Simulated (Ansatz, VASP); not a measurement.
## TiAl3: VASP beside Ansatz

File INCAR:

```
SYSTEM = TiAl3
PREC = Accurate
ENCUT = 520
EDIFF = 1E-7
ISMEAR = -1
SIGMA = 0.05
LREAL = .FALSE.
LASPH = .TRUE.
NELM = 100
ALGO = Normal
ISIF = 2
LWAVE = .FALSE.
LCHARG = .TRUE.
LELF = .TRUE.
LVHAR = .TRUE.
NBANDS = 18
```

The input KPOINTS:

```
Automatic mesh
0
G
  9 6 6
  0 0 0
```

The input POSCAR:

```
TiAl3
1.0
    2.7817081424      0.0000000000      0.0000000000
    0.0000000000      4.5857011856      0.0000000000
    0.0000000000      0.0000000000      4.8006987856
Ti Al
1 3
Direct
    0.0000000000      0.5000000000      0.1659160000
    0.0000000000      0.0000000000      0.8359000000
    0.5000000000      0.0000000000      0.3309120000
    0.5000000000      0.5000000000      0.6672710000
```

Contents of input.yaml:

```yaml
crystal:
  lattice:
    - [2.7817081424, 0.0, 0.0]
    - [0.0, 4.5857011856, 0.0]
    - [0.0, 0.0, 4.8006987856]
  atoms:
    - { symbol: Ti, position: [0.0, 0.5, 0.165916] }
    - { symbol: Al, position: [0.0, 0.0, 0.8359] }
    - { symbol: Al, position: [0.5, 0.0, 0.330912] }
    - { symbol: Al, position: [0.5, 0.5, 0.667271] }
kpoints:
  mp_grid: { grid: [9, 6, 6] }
scf:
  occupations: { method: fermi_dirac, width: 0.05 }
hamiltonian:
  xc: lda
  pseudopotentials: { kind: all_electron, lapw: { basis_error: 0.002 } }
output:
  forces: true
  stress: true
  eigenvalues: true
```

Change from the starting cell: volume scaled by 0.94.

Alike in both runs: task single point; functional LDA; k mesh 9 × 6 × 6; occupations fermi-dirac, width 0.05 eV; no spin polarisation.

|  | VASP | Ansatz |
| --- | --- | --- |
| version | VASP 6.6.1 | Ansatz 0.2.0 |
| potentials or method | VASP PAW LDA potentials, release 64 (Ti_sv, Al), cutoff 520 eV | all-electron LAPW, scalar-relativistic |

```csv
,VASP,Ansatz,Ansatz less VASP
gap on the k mesh at the Fermi level (eV),none,none,-
pressure (GPa),1.3,1.1,-0.17
"traceless stress, the component that is largest in VASP (GPa)",-2.32,-2.32,-0.002
rms of the force components (eV/Å),0.022,0.022,+0.0004
```

LDA's correlation is that of Perdew and Zunger in VASP and of Perdew and Wang (1992) in Ansatz. Atom by atom the forces differ by 0.001 eV/Å (rms over components). A gap of «none» marks a metal or a gap that the smearing closes. Ansatz ran all-electron here, and VASP with PAW potentials.
